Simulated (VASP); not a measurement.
# Ir (Fm-3m) in VASP: settings compared

Ir is run at these levels: PBE+D3(BJ), HSE06, PBE0; tasks: relaxation of cell and atoms, single point.

All numbers are computed with VASP 6.6.1; they aren't measurements. Logs are shortened: lines on timing, memory, paths and dates and some standing lists are left out, and cuts for length are marked.

## (1) The cell of the first run

The structure is cubic, space group Fm-3m (No. 225). Conventional cell: a = 3.766 Å, b = 3.766 Å, c = 3.766 Å, α = 90.00°, β = 90.00°, γ = 90.00°. Within 3.5 Å of Ir (site symmetry m-3m) lie 12 Ir at 2.66 Å.

## (2) Relaxation of cell and atoms, PBE+D3(BJ) (13.36 Å³/atom)

The input, POSCAR:

```
Ir
1.0
    0.0000000000      1.8831259299      1.8831259299
    1.8831259299      0.0000000000      1.8831259299
    1.8831259299      1.8831259299      0.0000000000
Ir
1
Direct
    0.0000000000      0.0000000000      0.0000000000
```

The input, INCAR.step1:

```
SYSTEM = Ir
GGA = PE
IVDW = 12
ISMEAR = -1
SIGMA = 0.02
LWAVE = .FALSE.
LCHARG = .FALSE.
NSW = 80
PREC = Accurate
LASPH = .TRUE.
LREAL = .FALSE.
ALGO = Normal
EDIFF = 1E-7
NELM = 120
GGA_COMPAT = .FALSE.
IBRION = 2
ISIF = 3
EDIFFG = -0.002
NELMIN = 4
ENCUT = 650
POTIM = 0.5
```

The input, INCAR.step4:

```
SYSTEM = Ir
GGA = PE
IVDW = 12
ISMEAR = -1
SIGMA = 0.02
LWAVE = .FALSE.
LCHARG = .FALSE.
PREC = Accurate
LASPH = .TRUE.
LREAL = .FALSE.
ALGO = Normal
EDIFF = 1E-7
NELM = 120
GGA_COMPAT = .FALSE.
ISIF = 2
ENCUT = 650
```

The input, KPOINTS:

```
Automatic mesh
0
Gamma
  17 17 17
  0 0 0
```

Potentials or basis: VASP PAW PBE potentials, release 64 (Ir).

Command:

```console
$ cat potpaw_PBE.64/Ir/POTCAR > POTCAR
$ cp INCAR.step1 INCAR
$ cp POSCAR.step1 POSCAR
$ mpirun -np 1 vasp_std > vasp.out
$ cp CONTCAR POSCAR
$ mpirun -np 1 vasp_std > vasp.out
$ cp CONTCAR POSCAR
$ mpirun -np 1 vasp_std > vasp.out
$ cp CONTCAR POSCAR
$ cp INCAR.step4 INCAR
$ mpirun -np 1 vasp_std > vasp.out
```

OUTCAR:

```text
SYSTEM = Ir
   GGA = PE
   IVDW = 12
   ISMEAR = -1
   PREC = Accurate
   LASPH = .TRUE.
   LREAL = .FALSE.
   EDIFF = 1E-7
   NELM = 120
   ISIF = 2
   ENCUT = 650
 IVDW          = 12

 s9            =  0.00000000  s9, scaling of the three-body dispersion

 ion  position               nearest neighbor table
   1  0.000  0.000  0.000-

  LATTYP: Found a face centered cubic cell.
 ALAT       =     3.8426251118

  Lattice vectors:

 A1 = (   0.0000000000,   1.9213125559,   1.9213125559)
 A2 = (   1.9213125559,   0.0000000000,   1.9213125559)
 A3 = (   1.9213125559,   1.9213125559,   0.0000000000)

Analysis of symmetry for initial positions (statically):
=====================================================================
 Subroutine PRICEL returns:
 Original cell was already a primitive cell.

 Routine SETGRP: Setting up the symmetry group for a
 face centered cubic supercell.

 Subroutine GETGRP returns: Found 48 space group operations
 (whereof 48 operations were pure point group operations)
 out of a pool of 48 trial point group operations.

The static configuration has the point symmetry O_h .

Analysis of symmetry for dynamics (positions and initial velocities):
=====================================================================
 Subroutine PRICEL returns:
 Original cell was already a primitive cell.

 Routine SETGRP: Setting up the symmetry group for a
 face centered cubic supercell.

 Subroutine GETGRP returns: Found 48 space group operations
 (whereof 48 operations were pure point group operations)
 out of a pool of 48 trial point group operations.

The dynamic configuration has the point symmetry O_h .

 Subroutine INISYM returns: Found 48 space group operations
 (whereof 48 operations are pure point group operations),
 and found     1 'primitive' translations

----------------------------------------------------------------------------------------

                                     Primitive cell

  volume of cell :      14.1848

  direct lattice vectors                    reciprocal lattice vectors
     0.000000000  1.921312556  1.921312556    -0.260238761  0.260238761  0.260238761
     1.921312556  0.000000000  1.921312556     0.260238761 -0.260238761  0.260238761
     1.921312556  1.921312556  0.000000000     0.260238761  0.260238761 -0.260238761

  length of vectors
     2.717146274  2.717146274  2.717146274     0.450746757  0.450746757  0.450746757

[... 81 lines left out ...]
   NSW    =      0    number of steps for IOM
   IBRION =     -1    ionic relax: 0-MD 1-quasi-New 2-CG
   NFREE  =      0    steps in history (QN), initial steepest desc. (CG)
   ISIF   =      2    stress and relaxation
   ISYM   =      2    0-nonsym 1-usesym 2-fastsym
   POTIM  = 0.5000    time-step for ionic-motion
   TEBEG  =    0.0;   TEEND  =   0.0 temperature during run

   SCALEE = 1.0000    scale energy and forces
   PSTRESS=    0.0 pullay stress
   NELECT =       9.0000    total number of electrons
   NUPDOWN=      -1.0000    fix difference up-down
   EMIN   =  10.00;   EMAX   =-10.00  energy-range for DOS
   EFERMI =   0.00;   METHOD = LEGACY
   ISMEAR =    -1;   SIGMA  =   0.02  broadening in eV -4-tet -1-fermi 0-gaus
   EFERMI_NEDOS =   21; number of points for ismear=-14 and -15
   IALGO  =     38    algorithm
   IMIX   =      4    mixing-type and parameters
     AMIX     =   0.40;   BMIX     =  1.00
     AMIX_MAG =   1.60;   BMIX_MAG =  1.00
  volume/ion in A,a.u.               =      14.18        95.72
  Fermi-wavevector in a.u.,A,eV,Ry     =   1.406742  2.658356 26.924865  1.978922
  Thomas-Fermi vector in A             =   2.529071
   LORBIT       =      0    0 simple, 1 ext, 2 COOP (PROOUT), +10 PAW based schemes
   GGA     = PE    functional components
   LHFCALC =     F    Hartree Fock is set to
   AEXX    =    0.0000 exact exchange contribution
   IVDW    =    12    specifies the selected vdW correction
   LEPSILON=     F    determine dielectric tensor
   LRPA    =     F    only Hartree local field effects (RPA)

   CSHIFT  =0.1000    complex shift for real part using Kramers Kronig

   OMEGAMAX=  -1.0    maximum frequency
 non-spin polarized calculation
  energy-cutoff  :      650.00
  volume of cell :       14.18
 maximum number of plane-waves:       547
   NGX = 11   NGY = 11   NGZ = 11

 number of electron       9.0000000 magnetization

 Free energy of the ion-electron system (eV)
  ---------------------------------------------------
  ext. energy  EPLUGINS =         0.00000000
  ---------------------------------------------------
  free energy    TOTEN  =        -8.84272103 eV

  energy without entropy =       -8.84124169  energy(sigma->0) =       -8.84198136

 E-fermi :  10.2294     XC(G=0): -13.9731

 val. band max:       10.2257360877   @ k =  -0.2353   0.3529   0.1176
 cond. band min:      10.2307110444   @ k =   0.2941   0.1765   0.0000
 fundamental gap:      0.0049749568
 Fermi energy:        10.2293908577

 k-point     1 :       0.0000    0.0000    0.0000
  band No.  band energies     occupation
      1      -0.7304      2.00000
      2       6.4874      2.00000
      3       6.4874      2.00000
      4       6.4874      2.00000
      5       9.1633      2.00000
      6       9.1633      2.00000
      7      24.6929      0.00000
      8      30.2616      0.00000
[... 243 lines left out ...]
 k-point    24 :      -0.1176    0.0588    0.0000
  band No.  band energies     occupation
      1       0.1988      2.00000
      2       6.0174      2.00000
      3       6.8479      2.00000
      4       6.8805      2.00000
      5       8.7324      2.00000
      6       9.2456      2.00000
      7      26.1926      0.00000
      8      27.3224      0.00000

 [... further k-points ...]

------------------------ aborting loop because EDIFF is reached ----------------------------------------

 Edisp (eV)   -0.73307

 E8    (eV) :    -0.3419

  FORCE on cell =-STRESS in cart. coord.  units (eV):
  Direction    XX          YY          ZZ          XY          YZ          ZX
  --------------------------------------------------------------------------------------
  -------------------------------------------------------------------------------------
  Total      -0.00088    -0.00088    -0.00088     0.00000     0.00000     0.00000
  in kB      -0.09935    -0.09935    -0.09935     0.00000     0.00000     0.00000
  external pressure =       -0.10 kB  Pullay stress =        0.00 kB

 VOLUME and BASIS-vectors are now :
 -----------------------------------------------------------------------------
  energy-cutoff  :      650.00
  volume of cell :       14.18
      direct lattice vectors                 reciprocal lattice vectors
     0.000000000  1.921312556  1.921312556    -0.260238761  0.260238761  0.260238761
     1.921312556  0.000000000  1.921312556     0.260238761 -0.260238761  0.260238761
     1.921312556  1.921312556  0.000000000     0.260238761  0.260238761 -0.260238761

 POSITION                                       TOTAL-FORCE (eV/Angst)
 -----------------------------------------------------------------------------------
      0.00000      0.00000      0.00000         0.000000      0.000000      0.000000
 -----------------------------------------------------------------------------------
    total drift:                               -0.000000      0.000000     -0.000000

  FREE ENERGIE OF THE ION-ELECTRON SYSTEM (eV)
  ---------------------------------------------------
  free  energy   TOTEN  =        -9.5757921320 eV

  energy  without entropy=       -9.5743127895  energy(sigma->0) =       -9.57505246
```

OUTCAR.step1:

```text
SYSTEM = Ir
   GGA = PE
   IVDW = 12
   ISMEAR = -1
   NSW = 80
   PREC = Accurate
   LASPH = .TRUE.
   LREAL = .FALSE.
   EDIFF = 1E-7
   NELM = 120
   IBRION = 2
   ISIF = 3
   EDIFFG = -0.002
   NELMIN = 4
[... 682 lines left out ...]
 Fermi energy:        10.2294044573

 k-point     1 :       0.0000    0.0000    0.0000
  band No.  band energies     occupation
      1      -0.7305      2.00000
      2       6.4874      2.00000
      3       6.4874      2.00000
      4       6.4874      2.00000
      5       9.1633      2.00000
      6       9.1633      2.00000
      7      24.6929      0.00000
      8      30.2616      0.00000
[... 285 lines left out ...]
  FREE ENERGIE OF THE ION-ELECTRON SYSTEM (eV)
  ---------------------------------------------------
  free  energy   TOTEN  =        -9.5757402390 eV

  energy  without entropy=       -9.5742609356  energy(sigma->0) =       -9.57500059

 reached required accuracy - stopping structural energy minimisation
```

OUTCAR.step2:

```text
SYSTEM = Ir
   GGA = PE
   IVDW = 12
   ISMEAR = -1
   NSW = 80
   PREC = Accurate
   LASPH = .TRUE.
[... 501 lines left out ...]
      0.00000      0.00000      0.00000         0.000000      0.000000      0.000000
 -----------------------------------------------------------------------------------
    total drift:                               -0.000000      0.000000     -0.000000

  FREE ENERGIE OF THE ION-ELECTRON SYSTEM (eV)
  ---------------------------------------------------
  free  energy   TOTEN  =        -9.5757921320 eV

  energy  without entropy=       -9.5743127895  energy(sigma->0) =       -9.57505246

 reached required accuracy - stopping structural energy minimisation
```

It took 2.6 min on 1 thread of Intel Xeon Platinum 8259CL at 2.50GHz (Skylake/Cascade Lake), shared host; peak memory 0.18 GiB.

What came out:

```
Free energy                           : -9.5758 eV
Relaxed volume                        : 14.18 Å³/atom
Relaxed cell                          : a = 2.717 Å, b = 2.717 Å, c = 2.717 Å, α = 60.00°, β = 60.00°, γ = 60.00°
Space group after relaxing (to 0.1 Å) : Fm-3m (No. 225)
Energy gained by relaxing             : 64.2 meV/atom
Ionic steps                           : 21
Pressure after relaxing               : 0.0 GPa
Band gap on the k mesh                : zero (an odd number of electrons rules out a gap without spin polarisation)
Dispersion energy per atom            : -0.733 eV
```

Step by step:
```
step  energy change (eV)  largest force (eV/Å)  pressure (GPa)  volume (Å³)
   1              0.0000                0.0000           26.41        13.36
   2              0.6946                0.0000          -48.28        18.08
   3             -0.0633                0.0000           -2.69        14.29
   4             -0.0641                0.0000           -0.29        14.20
   5             -0.0642                0.0000            0.18        14.18
   6             -0.0642                0.0000            0.18        14.18
   7             -0.0642                0.0000            0.16        14.18
   8             -0.0642                0.0000            0.16        14.18
   9             -0.0642                0.0000            0.16        14.18
  10             -0.0642                0.0000            0.16        14.18
  11             -0.0642                0.0000            0.16        14.18
  12             -0.0642                0.0000            0.16        14.18
  13             -0.0642                0.0000            0.15        14.18
  14             -0.0642                0.0000            0.15        14.18
  15             -0.0642                0.0000            0.14        14.18
  16             -0.0642                0.0000            0.11        14.18
  17             -0.0642                0.0000            0.06        14.18
  18             -0.0642                0.0000           -0.05        14.19
  19             -0.0642                0.0000            0.00        14.18
  20             -0.0642                0.0000           -0.01        14.18
  21             -0.0642                0.0000           -0.01        14.18
```

Final structure:
```xyz
1
Lattice="0.0000 1.9213 1.9213 1.9213 0.0000 1.9213 1.9213 1.9213 0.0000" Properties=species:S:1:pos:R:3 pbc="T T T"
Ir    0.0000    0.0000    0.0000
```

Caveat: spin-orbit coupling is left out, which moves the levels of the heavy elements.

## (3) Single point, HSE06

This run uses another cell than the first one, of 14.90 Å³/atom.

The input, POSCAR:

```
Ir
1.0
    0.0000000000      1.9531703226      1.9531703226
    1.9531703226      0.0000000000      1.9531703226
    1.9531703226      1.9531703226      0.0000000000
Ir
1
Direct
    0.0000000000      0.0000000000      0.0000000000
```

The input, INCAR.step1:

```
SYSTEM = Ir
PREC = Accurate
ENCUT = 520
EDIFF = 1E-5
ISMEAR = -1
SIGMA = 0.05
LREAL = .False.
LASPH = .True.
NELM = 100
ALGO = Normal
ISIF = 2
LWAVE = .True.
LCHARG = .False.
NBANDS = 10
GGA = PE
```

The input, INCAR.step2:

```
SYSTEM = Ir
PREC = Accurate
ENCUT = 520
EDIFF = 1E-7
ISMEAR = -1
SIGMA = 0.05
LREAL = .False.
LASPH = .True.
NELM = 100
ALGO = Normal
ISIF = 2
LWAVE = .False.
LCHARG = .False.
GGA = PE
LHFCALC = .True.
HFSCREEN = 0.2079
PRECFOCK = Normal
NBANDS = 10
ISTART = 1
```

The input, KPOINTS:

```
regular mesh
0
Gamma
  8 8 8
  0 0 0
```

Potentials or basis: VASP PAW PBE potentials, release 64 (Ir).

Command:

```console
$ cat potpaw_PBE.64/Ir/POTCAR > POTCAR
$ cp INCAR.step1 INCAR
$ mpirun -np 1 vasp_std > vasp.out
$ cp INCAR.step2 INCAR
$ mpirun -np 1 vasp_std > vasp.out
```

Wall time 33 min (1 thread of AMD EPYC 7R13 (Zen 3), shared host); peak memory 0.23 GiB.

Results (log left out):

```
Free energy            : -10.0798 eV
Pressure               : -18.2 GPa
Band gap on the k mesh : zero (an odd number of electrons rules out a gap without spin polarisation)
```

Levels at points of the mesh, in eV from the Fermi level:
```tsv
k point	band 1	band 2	band 3	band 4	band 5	band 6	band 7	band 8	band 9
(0.00, 0.00, 0.00)	-11.70	-4.24	-4.24	-4.24	-1.85	-1.85	15.45	21.00	21.00
(0.50, 0.00, 0.00)	-8.54	-4.52	-4.52	-0.79	0.88	0.88	7.76	14.97	20.69
(0.50, 0.50, 0.00)	-8.48	-7.77	0.35	1.65	1.65	1.78	10.97	12.44	12.44
```

Caveat: the cell stands under tension; the PAW data sets were made with another functional, which shifts forces and pressure a little; spin-orbit coupling is left out, which moves the levels of the heavy elements.

## (4) Single point, PBE0

This run uses another cell than the first one, of 14.90 Å³/atom.

POSCAR is that of step 3.

The input, INCAR.step1:

```
PREC = Accurate
ENCUT = 520
EDIFF = 1E-5
ISMEAR = -1
SIGMA = 0.05
LREAL = False
LASPH = True
NELM = 60
ALGO = Normal
ISIF = 2
LWAVE = True
NBANDS = 10
GGA = PE
```

The input, INCAR.step2:

```
PREC = Accurate
ENCUT = 520
EDIFF = 1E-7
ISMEAR = -1
SIGMA = 0.05
LREAL = False
LASPH = True
NELM = 60
ALGO = Normal
ISIF = 2
LWAVE = False
LCHARG = True
GGA = PE
LHFCALC = True
AEXX = 0.25
PRECFOCK = Normal
LELF = True
LVHAR = True
NBANDS = 10
ISTART = 1
```

The input, KPOINTS:

```
Automatic mesh
0
Gamma
  8 8 8
```

Command:

```console
$ cat potpaw_PBE.64/Ir/POTCAR > POTCAR
$ cp INCAR.step1 INCAR
$ mpirun -np 1 vasp_std > vasp.out
$ cp INCAR.step2 INCAR
$ mpirun -np 1 vasp_std > vasp.out
```

It took 31 min on 1 thread of AMD EPYC 7R13 (Zen 3), shared host; peak memory 0.14 GiB.

It converged, with:

```
Free energy            : -10.8705 eV
Pressure               : -18.1 GPa
Band gap on the k mesh : zero (an odd number of electrons rules out a gap without spin polarisation)
```

Levels at points of the mesh, in eV from the Fermi level:
```csv
k point,band 2,band 3,band 4,band 5,band 6,band 7
"(0.00, 0.00, 0.00)",-4.66,-4.66,-4.66,-2.28,-2.28,15.79
"(0.50, 0.00, 0.00)",-4.95,-4.95,-1.13,1.18,1.18,8.14
"(0.50, 0.50, 0.00)",-8.21,0.43,1.97,1.98,1.98,11.35
```

Caveat: the cell stands under tension; the PAW data sets were made with another functional, which shifts forces and pressure a little; spin-orbit coupling is left out, which moves the levels of the heavy elements.

## (5) Summary

| task | level | cell | k mesh | cutoff (eV) | smearing | tolerance level | purpose | passes | dipole correction | grid for exact exchange (PRECFOCK) | gap on the mesh (eV) | pressure (GPa) |
| --- | --- | --- | --- | --- | --- | --- | --- | --- | --- | --- | --- | --- |
| relaxation of cell and atoms | PBE+D3(BJ) | relaxed from a = 2.663 Å, angles 60.0°, 1 atom | 17 × 17 × 17 | 650 | fermi-dirac 0.02 eV | standard | cell | 3 | - | - | none | 0.0 |
| single point | HSE06 | a = 2.762 Å, angles 60.0°, 1 atom | 8 × 8 × 8 | 520 | fermi-dirac 0.05 eV | - | - | - | no | Normal | none | -18.2 |
| single point | PBE0 | a = 2.762 Å, angles 60.0°, 1 atom | 8 × 8 × 8 | 520 | fermi-dirac 0.05 eV | - | - | - | no | Normal | none | -18.1 |

Alike in all rows: potentials or basis VASP PAW PBE potentials, release 64 (Ir); no spin polarisation.

Caveats: spin-orbit coupling is left out, which moves the levels of the heavy elements; the cell stands under tension (at least some runs); the PAW data sets were made with another functional, which shifts forces and pressure a little (at least some runs).

Absolute energies hang on the potentials; compare differences alone.

The gap in the log of VASP goes by the Fermi energy; the results here count the filled bands.